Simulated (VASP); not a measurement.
Write the native input for VASP 6.6.1 that does the following.

```
Task                   : single point
Functional             : PBE
Potentials or basis    : VASP PAW PBE potentials, release 64 (Ge_d, W_sv)
Cutoff                 : 520 eV
k mesh                 : 6 × 6 × 4
Occupations            : gaussian, width 0.1 eV
Spin                   : no spin polarisation
Dipole correction      : no
Further INCAR settings : ALGO = Fast; EDIFF = 1e-06; NBANDS = 43
```

The structure of GeW4 lies in POSCAR:

```
GeW4
1.0
    5.3280808305      0.0000000000      0.0000000000
   -2.6640404152      4.6142533526      0.0000000000
    0.0000000000      0.0000000000      4.9805276225
Ge W
1 4
Direct
    0.0000000000      0.0000000000      0.0000000000
    0.5000000000      0.0000000000      0.5000000000
    0.0000000000      0.5000000000      0.5000000000
    0.5000000000      0.5000000000      0.5000000000
    0.0000000000      0.0000000000      0.5000000000
```

The cell was built from a structure type or drawn by symmetry, and may not be a known phase.

The input as run:

INCAR

```
PREC = Accurate
ENCUT = 520
EDIFF = 1E-6
ISMEAR = 0
SIGMA = 0.1
LREAL = False
LASPH = True
NELM = 60
ALGO = Fast
ISIF = 2
LWAVE = False
LCHARG = False
GGA = PE
NBANDS = 43
```

KPOINTS

```
regular mesh
0
Gamma
  6 6 4
```

Potentials or basis: VASP PAW PBE potentials, release 64 (Ge_d, W_sv).

Command:

```bash
$ cat potpaw_PBE.64/Ge_d/POTCAR potpaw_PBE.64/W_sv/POTCAR > POTCAR
$ mpirun -np 1 vasp_std > vasp.out
```

Results of the run:

The pressure is 0.3 GPa and the band gap on the k mesh is zero (bands 35 and 36 overlap by 2.16 eV).

Caveat: spin-orbit coupling is left out, which moves the levels of the heavy elements.

Run time: 2.2 min on 1 thread of Intel(R) Xeon(R) 6975P-C (Granite Rapids) (shared host), peak memory 0.29 GiB.
